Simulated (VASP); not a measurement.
# Ti in VASP: relaxation of the atoms with PBE

Aim: the relaxation of the atoms of Ti with PBE.

Program: VASP 6.6.1. These are calculated values, not measurements. Logs are shortened: lines on timing, memory, paths and dates and some standing lists are left out, and cuts for length are marked.

## Step 1: The cell of the first run

The cell holds a slab with vacuum, 5 atoms: a = 2.940 Å, b = 2.940 Å, c = 25.296 Å, α = 90.00°, β = 90.00°, γ = 120.00°.

## Step 2: Relaxation of the atoms, PBE

Input file INCAR:

```
SYSTEM = Ti
  ALGO = Normal
  DIPOL = 0.5 0.5 0.500
  EDIFF = 1E-7
  EDIFFG = -0.01
  ENCUT = 520
  GGA = PE
  IBRION = 2
  IDIPOL = 3
  ISIF = 2
  ISMEAR = -1
  KPAR = 4
  LASPH = .TRUE.
  LCHARG = .FALSE.
  LDIPOL = .TRUE.
  LREAL = .FALSE.
  LWAVE = .FALSE.
  NELM = 80
  NSW = 32
  PREC = Accurate
  SIGMA = 0.05
```

Input file KPOINTS:

```
k-points
0
G
  13 13 1
  0 0 0
```

Input file POSCAR:

```
Ti
1.0
    2.9399472392      0.0000000000      0.0000000000
   -1.4699736196      2.5460689949      0.0000000000
    0.0000000000      0.0000000000     25.2957000000
Ti
5
Direct
    0.0000000000      0.0000000000      0.3207771801
    0.3333333333      0.6666666667      0.4060098414
    0.0000000000      0.0000000000      0.5000000527
    0.3333333333      0.6666666667      0.5939901244
    0.0000000000      0.0000000000      0.6792228010
```

Potentials or basis: VASP PAW PBE potentials, release 64 (Ti_sv).

The run is started by

```sh
> cat potpaw_PBE.64/Ti_sv/POTCAR > POTCAR
> mpirun -np 4 vasp_std > vasp.out
```

OUTCAR:

```text
SYSTEM = Ti
   EDIFF = 1E-7
   EDIFFG = -0.01
   ENCUT = 520
   GGA = PE
   IBRION = 2
   ISIF = 2
   ISMEAR = -1
   LASPH = .TRUE.
   LREAL = .FALSE.
   NELM = 80
   NSW = 32
   PREC = Accurate

 ion  position               nearest neighbor table
   1  0.000  0.000  0.321-   2 2.74   2 2.74   2 2.74
   2  0.333  0.667  0.406-   1 2.74   1 2.74   1 2.74
   3  0.000  0.000  0.500-
   4  0.333  0.667  0.594-   5 2.74   5 2.74   5 2.74
   5  0.000  0.000  0.679-   4 2.74   4 2.74   4 2.74

  LATTYP: Found a hexagonal cell.
 ALAT       =     2.9399472392
 C/A-ratio  =     8.6041340003

  Lattice vectors:

 A1 = (   2.9399472392,   0.0000000000,   0.0000000000)
 A2 = (  -1.4699736196,   2.5460689949,   0.0000000000)
 A3 = (   0.0000000000,   0.0000000000,  25.2957000000)

Analysis of symmetry for initial positions (statically):
=====================================================================
 Subroutine PRICEL returns:
 Original cell was already a primitive cell.

 Routine SETGRP: Setting up the symmetry group for a
 hexagonal supercell.

 Subroutine GETGRP returns: Found 12 space group operations
 (whereof 12 operations were pure point group operations)
 out of a pool of 24 trial point group operations.

The static configuration has the point symmetry D_3h.

Analysis of symmetry for dynamics (positions and initial velocities):
=====================================================================
 Subroutine PRICEL returns:
 Original cell was already a primitive cell.

 Routine SETGRP: Setting up the symmetry group for a
 hexagonal supercell.

 Subroutine GETGRP returns: Found 12 space group operations
 (whereof 12 operations were pure point group operations)
 out of a pool of 24 trial point group operations.

The dynamic configuration has the point symmetry D_3h.

 Subroutine INISYM returns: Found 12 space group operations
 (whereof 12 operations are pure point group operations),
 and found     1 'primitive' translations

----------------------------------------------------------------------------------------

                                     Primitive cell

  volume of cell :     189.3461

  direct lattice vectors                    reciprocal lattice vectors
     2.939947239  0.000000000  0.000000000     0.340142159  0.196381167  0.000000000
    -1.469973620  2.546068995  0.000000000     0.000000000  0.392762334  0.000000000
     0.000000000  0.000000000 25.295700000     0.000000000  0.000000000  0.039532411

  length of vectors
     2.939947239  2.939947239 25.295700000     0.392762334  0.392762334  0.039532411

  position of ions in fractional coordinates (direct lattice)
     0.000000000  0.000000000  0.320777180
     0.333333333  0.666666667  0.406009841
     0.000000000  0.000000000  0.500000053
     0.333333333  0.666666667  0.593990124
     0.000000000  0.000000000  0.679222801

  ion indices of the primitive-cell ions
   primitive index   ion index
                 1           1
                 2           2
                 3           3
                 4           4
                 5           5

----------------------------------------------------------------------------------------

 KPOINTS: k-points

Automatic generation of k-mesh.
 Grid dimensions read from file:
 generate k-points for:   13   13    1

 Generating k-lattice:

  Cartesian coordinates                     Fractional coordinates (reciprocal lattice)
     0.026164781  0.015106244  0.000000000     0.076923077  0.000000000  0.000000000
     0.000000000  0.030212487  0.000000000     0.000000000  0.076923077  0.000000000
     0.000000000  0.000000000  0.039532411     0.000000000  0.000000000  1.000000000

  Length of vectors
     0.030212487  0.030212487  0.039532411

  Shift w.r.t. Gamma in fractional coordinates (k-lattice)
     0.000000000  0.000000000  0.000000000

 Subroutine IBZKPT returns following result:
 ===========================================

 Found     21 irreducible k-points:

 Following reciprocal coordinates:
            Coordinates               Weight
  0.000000  0.000000  0.000000      1.000000
  0.076923 -0.000000  0.000000      6.000000
  0.153846  0.000000  0.000000      6.000000
  0.230769  0.000000  0.000000      6.000000
  0.307692  0.000000  0.000000      6.000000
  0.384615 -0.000000  0.000000      6.000000
[... 13 lines left out ...]
  0.384615  0.230769  0.000000      6.000000
  0.307692  0.307692  0.000000      6.000000
   k-points           NKPTS =     21   k-points in BZ     NKDIM =     21   number of bands    NBANDS=     36
   number of dos      NEDOS =    301   number of ions     NIONS =      5
   total plane-waves  NPLWV = 110592
   dimension x,y,z NGX =    24 NGY =   24 NGZ =  192
   dimension x,y,z NGXF=    48 NGYF=   48 NGZF=  384
   ions per type =               5
   NGX,Y,Z   is equivalent  to a cutoff of  13.57, 13.57, 12.62 a.u.
   NGXF,Y,Z  is equivalent  to a cutoff of  27.14, 27.14, 25.24 a.u.
 SYSTEM =  Ti
   PREC   = accura    normal or accurate (medium, high low for compatibility)
   ISTART =      0    job   : 0-new  1-cont  2-samecut
   ICHARG =      2    charge: 1-file 2-atom 10-const
   ISPIN  =      1    spin polarized calculation?
   LNONCOLLINEAR =      F non collinear calculations
   LSORBIT =      F    spin-orbit coupling
   LASPH  =      T    aspherical Exc in radial PAW
   ENCUT  =  520.0 eV  38.22 Ry    6.18 a.u.   5.47  5.47 47.03*2*pi/ulx,y,z
   NELM   =     80;   NELMIN=  2; NELMDL= -5     # of ELM steps
   EDIFF  = 0.1E-06   stopping-criterion for ELM
   LREAL  =      F    real-space projection
   EDIFFG = -.1E-01   stopping-criterion for IOM
   NSW    =     32    number of steps for IOM
   IBRION =      2    ionic relax: 0-MD 1-quasi-New 2-CG
   NFREE  =      1    steps in history (QN), initial steepest desc. (CG)
   ISIF   =      2    stress and relaxation
   ISYM   =      2    0-nonsym 1-usesym 2-fastsym
   POTIM  = 0.5000    time-step for ionic-motion
   TEBEG  =    0.0;   TEEND  =   0.0 temperature during run
   PSTRESS=    0.0 pullay stress
   NELECT =      60.0000    total number of electrons
   NUPDOWN=      -1.0000    fix difference up-down
   EMIN   =  10.00;   EMAX   =-10.00  energy-range for DOS
   EFERMI =   0.00;   METHOD = LEGACY
   ISMEAR =    -1;   SIGMA  =   0.05  broadening in eV -4-tet -1-fermi 0-gaus
   EFERMI_NEDOS =   21; number of points for ismear=-14 and -15
   IALGO  =     38    algorithm
   IMIX   =      4    mixing-type and parameters
     AMIX     =   0.40;   BMIX     =  1.00
     AMIX_MAG =   1.60;   BMIX_MAG =  1.00
  volume/ion in A,a.u.               =      37.87       255.55
  Fermi-wavevector in a.u.,A,eV,Ry     =   1.116109  2.109139 16.948755  1.245698
  Thomas-Fermi vector in A             =   2.252719
   LORBIT       =      0    0 simple, 1 ext, 2 COOP (PROOUT), +10 PAW based schemes
   GGA     = PE    functional components
   LHFCALC =     F    Hartree Fock is set to
   AEXX    =    0.0000 exact exchange contribution
   IVDW    =     0    specifies the selected vdW correction
   LEPSILON=     F    determine dielectric tensor
   LRPA    =     F    only Hartree local field effects (RPA)
 conjugate gradient relaxation of ions
 non-spin polarized calculation
  energy-cutoff  :      520.00
  volume of cell :      189.35
 maximum number of plane-waves:      5207
 NGX is ok and might be reduce to    24
   NGX = 11   NGY = 11   NGZ = 95

 dipolmoment           0.000000      0.000000     -0.000000 electrons x Angstroem

--------------------------------------- Ionic step        1  -------------------------------------------

 number of electron      59.9999987 magnetization

 Free energy of the ion-electron system (eV)
  ---------------------------------------------------
  ext. energy  EPLUGINS =         0.00000000
  ---------------------------------------------------
  free energy    TOTEN  =       -37.38695952 eV

  energy without entropy =      -37.32708358  energy(sigma->0) =      -37.35702155

------------------------ aborting loop because EDIFF is reached ----------------------------------------

  FORCE on cell =-STRESS in cart. coord.  units (eV):
  Direction    XX          YY          ZZ          XY          YZ          ZX
  --------------------------------------------------------------------------------------
  -------------------------------------------------------------------------------------
  Total       -0.7478178     -0.7478178     -0.1524431     -0.0000000     -0.0000000     -0.0000000
  in kB       -6.3277597     -6.3277597     -1.2899179     -0.0000000     -0.0000000     -0.0000000
  external PRESSURE =      -4.6484791 kB  Pullay stress =       0.0000000 kB

 VOLUME and BASIS-vectors are now :
 -----------------------------------------------------------------------------
  energy-cutoff  :      520.00
  volume of cell :      189.35
      direct lattice vectors                 reciprocal lattice vectors
     2.939947239  0.000000000  0.000000000     0.340142159  0.196381167  0.000000000
    -1.469973620  2.546068995  0.000000000     0.000000000  0.392762334  0.000000000
     0.000000000  0.000000000 25.295700000     0.000000000  0.000000000  0.039532411
[... 79 lines left out ...]
 POSITION                                       TOTAL-FORCE (eV/Angst)
 -----------------------------------------------------------------------------------
      0.00000      0.00000      8.11652         0.000000      0.000000      0.001896
     -0.00000      1.69738     10.26982        -0.000000     -0.000000      0.010633
      0.00000      0.00000     12.64785         0.000000      0.000000     -0.000000
     -0.00000      1.69738     15.02588        -0.000000     -0.000000     -0.010633
      0.00000      0.00000     17.17918         0.000000      0.000000     -0.001896
 -----------------------------------------------------------------------------------
    total drift:                                0.000001     -0.000000      0.000072

  FREE ENERGIE OF THE ION-ELECTRON SYSTEM (eV)
  ---------------------------------------------------
  free  energy   TOTEN  =       -37.3869967387 eV

  energy  without entropy=      -37.3274456347  energy(sigma->0) =      -37.35722119

--------------------------------------- Ionic step        4  -------------------------------------------

 number of electron      59.9999987 magnetization

 dipolmoment           0.000000      0.000000      0.000000 electrons x Angstroem

 Free energy of the ion-electron system (eV)
  ---------------------------------------------------
  ext. energy  EPLUGINS =         0.00000000
  ---------------------------------------------------
  free energy    TOTEN  =       -37.38701129 eV

  energy without entropy =      -37.32746355  energy(sigma->0) =      -37.35723742

 E-fermi :   1.5351     XC(G=0):  -6.0366

 val. band max:        1.5159995547   @ k =   0.3077   0.0769   0.0000
 cond. band min:       1.5524824526   @ k =   0.2308   0.0000   0.0000
 fundamental gap:      0.0364828979
 Fermi energy:         1.5351471227

 k-point     1 :       0.0000    0.0000    0.0000
  band No.  band energies     occupation
      1     -55.3567      2.00000
      2     -55.3556      2.00000
      3     -55.2428      2.00000
      4     -55.1430      2.00000
      5     -55.1277      2.00000
      6     -31.8824      2.00000
[... 808 lines left out ...]
     35       1.8882      0.00171
     36       1.9463      0.00054

------------------------ aborting loop because EDIFF is reached ----------------------------------------

 vacuum level on the upper side and lower side of the slab       (xc-potential included)        -0.008        -0.008

  FORCE on cell =-STRESS in cart. coord.  units (eV):
  Direction    XX          YY          ZZ          XY          YZ          ZX
  --------------------------------------------------------------------------------------
  -------------------------------------------------------------------------------------
  Total       -0.7235965     -0.7235965     -0.0884841     -0.0000000      0.0000000      0.0000000
  in kB       -6.1228079     -6.1228079     -0.7487196     -0.0000000      0.0000000      0.0000000
  external PRESSURE =      -4.3314451 kB  Pullay stress =       0.0000000 kB

 VOLUME and BASIS-vectors are now :
 -----------------------------------------------------------------------------
  energy-cutoff  :      520.00
  volume of cell :      189.35
      direct lattice vectors                 reciprocal lattice vectors
     2.939947239  0.000000000  0.000000000     0.340142159  0.196381167  0.000000000
    -1.469973620  2.546068995  0.000000000     0.000000000  0.392762334  0.000000000
     0.000000000  0.000000000 25.295700000     0.000000000  0.000000000  0.039532411

 POSITION                                       TOTAL-FORCE (eV/Angst)
 -----------------------------------------------------------------------------------
      0.00000      0.00000      8.11715        -0.000000      0.000000      0.002162
     -0.00000      1.69738     10.27042         0.000000      0.000000      0.008673
      0.00000      0.00000     12.64785         0.000000     -0.000000      0.000000
     -0.00000      1.69738     15.02528         0.000000      0.000000     -0.008673
      0.00000      0.00000     17.17855        -0.000000     -0.000000     -0.002162
 -----------------------------------------------------------------------------------
    total drift:                                0.000001     -0.000000      0.000072

  FREE ENERGIE OF THE ION-ELECTRON SYSTEM (eV)
  ---------------------------------------------------
  free  energy   TOTEN  =       -37.3870112890 eV

  energy  without entropy=      -37.3274635526  energy(sigma->0) =      -37.35723742

 reached required accuracy - stopping structural energy minimisation

 vacuum level on the upper side and lower side of the slab         5.968         5.968
```

Wall time 3 min (4 MPI ranks of AMD EPYC 7R13 (Zen 3), shared host); peak memory 0.37 GiB.

Results:

- Free energy: -37.3870 eV
- Energy gained by relaxing: 0.0 meV/atom
- Ionic steps: 4
- Largest force after relaxing: 0.009 eV/Å
- Band gap on the k mesh: zero (bands 30 and 31 overlap by 1.01 eV)

Forces in eV/Å, atoms in the order of the input:
```
Ti   0.000  0.000  0.002
Ti   0.000  0.000  0.009
Ti   0.000  0.000  0.000
Ti   0.000  0.000 -0.009
Ti   0.000  0.000 -0.002
```

Final structure:
```
CELL_PARAMETERS angstrom
2.93995 0.00000 0.00000
-1.46997 2.54607 0.00000
0.00000 0.00000 25.29570
ATOMIC_POSITIONS crystal
Ti 0.00000 0.00000 0.32089
Ti 0.33333 0.66667 0.40601
Ti 0.00000 0.00000 0.50000
Ti 0.33333 0.66667 0.59399
Ti 0.00000 0.00000 0.67911
```

The gap in the log of VASP goes by the Fermi energy; the results here count the filled bands.